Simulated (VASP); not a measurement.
System: MgO (a cell with a defect).

```
O Mg
1.0
     8.42881    0.00000    0.00000
     0.00000    8.42881    0.00000
     0.00000    0.00000    8.42881
O Mg
32 32
Direct
  0.25740 0.99984 0.00035
  0.25740 0.99983 0.50035
  0.25740 0.49984 0.00035
  0.75741 0.99984 0.00035
  0.75740 0.99984 0.50035
  0.75739 0.49984 0.00036
  0.70252 0.54568 0.45557
  0.00807 0.24899 0.00277
  0.01624 0.24065 0.50188
  0.00708 0.74965 0.00023
  0.00627 0.74935 0.50006
  0.50771 0.25003 0.00047
  0.50853 0.25032 0.50065
  0.50672 0.75069 0.99793
  0.49856 0.75902 0.49882
  0.00708 0.99999 0.25053
  0.00807 0.99744 0.75126
  0.00618 0.50018 0.25095
  0.01619 0.49856 0.75947
  0.50673 0.00224 0.24943
  0.50772 0.99969 0.75017
  0.49860 0.50112 0.24125
  0.50863 0.49950 0.74975
  0.81233 0.45402 0.54514
  0.25737 0.24931 0.24980
  0.25975 0.24793 0.75231
  0.25505 0.75174 0.24840
  0.25744 0.75037 0.75090
  0.75738 0.25161 0.25214
  0.75825 0.24217 0.75800
  0.75654 0.75751 0.24271
  0.75741 0.74807 0.74856
  0.03280 0.49883 0.50141
  0.00782 0.99944 0.00078
  0.00997 0.99860 0.50101
  0.00991 0.49922 0.00171
  0.50697 0.00024 0.99992
  0.50483 0.00108 0.49970
  0.50489 0.50046 0.99900
  0.48203 0.50085 0.49929
  0.25782 0.24820 0.00099
  0.25851 0.24196 0.50115
  0.25699 0.75148 0.99971
  0.25627 0.75771 0.49956
  0.75799 0.24659 0.00155
  0.75917 0.23552 0.50214
  0.75682 0.75309 0.99915
  0.75564 0.76419 0.49857
  0.25696 0.00048 0.24868
  0.25784 0.99920 0.75201
  0.25623 0.50062 0.24238
  0.25856 0.49906 0.75832
  0.75680 0.00101 0.24694
  0.75800 0.99867 0.75375
  0.75553 0.50177 0.23655
  0.75929 0.49791 0.76415
  0.00788 0.24949 0.25295
  0.00865 0.24880 0.75146
  0.00529 0.75062 0.24957
  0.00792 0.74728 0.75076
  0.50687 0.25238 0.24994
  0.50951 0.24905 0.75113
  0.50614 0.75090 0.24924
  0.50691 0.75020 0.74776
```

Base run:

```yaml
Program: VASP 6.6.1
Functional: PBEsol
Potentials_or_basis: VASP PAW PBE potentials, release 64 (O, Mg)
Cutoff: 520 eV
k_mesh: 1 × 1 × 1, shifted
Occupations: fermi-dirac, width 0.05 eV
Spin: no spin polarisation
```

Its results: band gap on the k mesh 3.30 eV; pressure 3.6 GPa; largest force 0.259 eV/Å.

Task: The run is repeated on the same cell with these changes: functional from PBEsol to r2SCAN; further incar settings from LREAL = Auto; ALGO = Normal; EDIFF = 1e-06; NBANDS = 166; ISYM = 0 to LREAL = Auto; ALGO = Normal; EDIFF = 1e-07; NBANDS = 166; ISYM = 0. What comes out?

Result: Band gap on the k mesh 3.94 eV; pressure 1.9 GPa; largest force 0.351 eV/Å.

Caveats: the PAW data sets were made with another functional, which shifts forces and pressure a little.

A k mesh can miss the band edges.
